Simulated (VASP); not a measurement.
Input of a VASP 6.6.1 run:

The input POSCAR:

```
LuPt3
1.0
    4.0535276360      0.0000000000      0.0000000000
    0.0000000000      4.0535276360      0.0000000000
    0.0000000000      0.0000000000      4.0535276360
Pt Lu
3 1
Direct
    0.0000000000      0.5000000000      0.5000000000
    0.5000000000      0.0000000000      0.5000000000
    0.5000000000      0.5000000000      0.0000000000
    0.0000000000      0.0000000000      0.0000000000
```

INCAR.step1

```
SYSTEM = LuPt3
PREC = Accurate
ENCUT = 520
ISMEAR = -1
SIGMA = 0.1
LREAL = .False.
LASPH = .True.
NELM = 100
NBANDS = 36
GGA = PE
ALGO = Normal
EDIFF = 1E-4
LWAVE = .True.
LCHARG = .False.
```

Contents of INCAR.step2:

```
SYSTEM = LuPt3
PREC = Accurate
ENCUT = 520
EDIFF = 1E-7
ISMEAR = -1
SIGMA = 0.1
LREAL = .False.
LASPH = .True.
NELM = 100
ALGO = Normal
ISIF = 2
LWAVE = .False.
LCHARG = .False.
METAGGA = R2SCAN
LMIXTAU = .True.
NBANDS = 36
ISTART = 1
```

Contents of KPOINTS:

```
regular mesh
0
Gamma
  8 8 8
  0 0 0
```

Potentials or basis: VASP PAW PBE potentials, release 64 (Pt, Lu).

Run with:

```bash
$ cat potpaw_PBE.64/Pt/POTCAR potpaw_PBE.64/Lu/POTCAR > POTCAR
$ cp INCAR.step1 INCAR
$ mpirun -np 1 vasp_std > vasp.out
$ cp INCAR.step2 INCAR
$ mpirun -np 1 vasp_std > vasp.out
```

Q: What does it give for the pressure?

A: 0.8 GPa.

Caveat: the PAW data sets were made with another functional, which shifts forces and pressure a little.
